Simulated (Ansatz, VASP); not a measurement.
Two plane-wave programs on NiO

```
Ni O
1.0
     0.00000    2.08590    2.08590
     2.08590    0.00000    2.08590
     2.08590    2.08590    0.00000
Ni O
1 1
Direct
  0.00000 0.00000 0.00000
  0.50000 0.50000 0.50000
```

Alike in both runs: functional r2SCAN; k mesh 6 × 6 × 6; occupations fermi-dirac, width 0.05 eV; collinear spin.

|  | VASP | Ansatz |
| --- | --- | --- |
| version | VASP 6.6.1 | Ansatz 0.2.0 |
| potentials or method | VASP PAW PBE potentials, release 64 (Ni, O) | Ansatz PAW |
| plane-wave cutoff (eV) | 520 | 500 |
| valence electrons in the cell | 16 | 24 |
| task | single point | projected density of states |

Ansatz gave:

| Item | Value |
| --- | --- |
| gap on the k mesh at the Fermi level (eV) | 0.78 |
| least direct gap on the mesh (eV) | 1.86 |
| pressure (GPa) | 2.7 |
| net moment per atom (μB) | 1.00 |
| size of the moment on the site where the two differ most (μB) | 1.67 |

Q: Estimate VASP's values.

A: gap on the k mesh at the Fermi level (eV): 0.70; least direct gap on the mesh (eV): 1.78; pressure (GPa): 2.8; net moment per atom (μB): 1.00; size of the moment on the site where the two differ most (μB): 1.69.

VASP's potentials were made for PBE, not for r2SCAN. Site moments also hang on the region over which each program counts them. VASP's potentials hold 16 valence electrons a cell and Ansatz's 24, so a difference there can come from the potentials and not from the codes.

The k mesh is coarse, so the values compare programs but aren't converged. Noted on Ansatz's run: the magnetic or orbital state may not be the lowest.
